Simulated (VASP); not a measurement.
Write the native input for VASP 6.6.1 that does the following.

| Item | Value |
| --- | --- |
| Task | relaxation of cell and atoms |
| Functional | PBE |
| Potentials or basis | VASP PAW PBE potentials, release 64 (Be, Cd, O) |
| Cutoff | 600 eV |
| k mesh | 4 × 8 × 8 |
| Occupations | gaussian, width 0.02 eV |
| Spin | no spin polarisation |
| Dipole correction | no |
| Further INCAR settings | LREAL = Auto; ALGO = Normal; EDIFF = 1e-07; IBRION = 2; EDIFFG = -0.01; NSW = 100; ISIF = 3 |

The structure of Be3CdO4 lies in POSCAR:

```
Be3CdO4
1.0
    8.6581154264      0.0000000000      0.0000000000
    0.0000000000      3.9570516624      2.2614104958
    0.0000000000     -3.9570516624      2.2614104958
Be Cd O
6 2 8
Direct
    0.5000000000      0.9723532642      0.9723532642
    0.5717851033      0.6709689596      0.3378100476
    0.4282148967      0.3378100476      0.6709689596
    0.0000000000      0.9723532642      0.9723532642
    0.0717851033      0.3378100476      0.6709689596
    0.9282148967      0.6709689596      0.3378100476
    0.7500000000      0.3398158220      0.6347367957
    0.2500000000      0.6347367957      0.3398158220
    0.5413510526      0.6369258291      0.9683949626
    0.4586489474      0.9683949626      0.6369258291
    0.5000000000      0.3132206729      0.3132206729
    0.9586489474      0.6369258291      0.9683949626
    0.0413510526      0.9683949626      0.6369258291
    0.0000000000      0.3132206729      0.3132206729
    0.7500000000      0.7635653281      0.4628786973
    0.2500000000      0.4628786973      0.7635653281
```

These files were run (other wordings do the same):

INCAR

```
SYSTEM = Be3CdO4
PREC = Accurate ; ENCUT = 600
EDIFF = 1E-7 ; ISMEAR = 0
SIGMA = 0.02 ; LREAL = Auto
LASPH = .True. ; NELM = 80
ALGO = Normal ; ISIF = 3
LWAVE = .False. ; LCHARG = .False.
GGA = PE ; IBRION = 2
NSW = 100 ; EDIFFG = -0.01
```

KPOINTS

```
Automatic mesh
0
Gamma
  4 8 8
  0 0 0
```

Potentials or basis: VASP PAW PBE potentials, release 64 (Be, Cd, O).

Launch:

```sh
$ cat potpaw_PBE.64/Be/POTCAR potpaw_PBE.64/Cd/POTCAR potpaw_PBE.64/O/POTCAR > POTCAR
$ mpirun -np 1 vasp_std > vasp.out
```

Results of the run:

```
Relaxed volume                        : 9.71 Å³/atom
Relaxed cell                          : a = 8.665 Å, b = 4.561 Å, c = 4.561 Å, α = 120.49°, β = 90.00°, γ = 90.00°
Space group after relaxing (to 0.1 Å) : Ama2 (No. 40)
Energy gained by relaxing             : 0.1 meV/atom
Ionic steps                           : 8
Pressure after relaxing               : 0.0 GPa
Largest force after relaxing          : 0.010 eV/Å
Band gap on the k mesh                : 2.00 eV (least direct gap 2.16 eV)
```

Wall time 66 min on 1 thread of Oxide Virtual Turin-like Processor, on a shared host, peak memory 0.52 GiB.
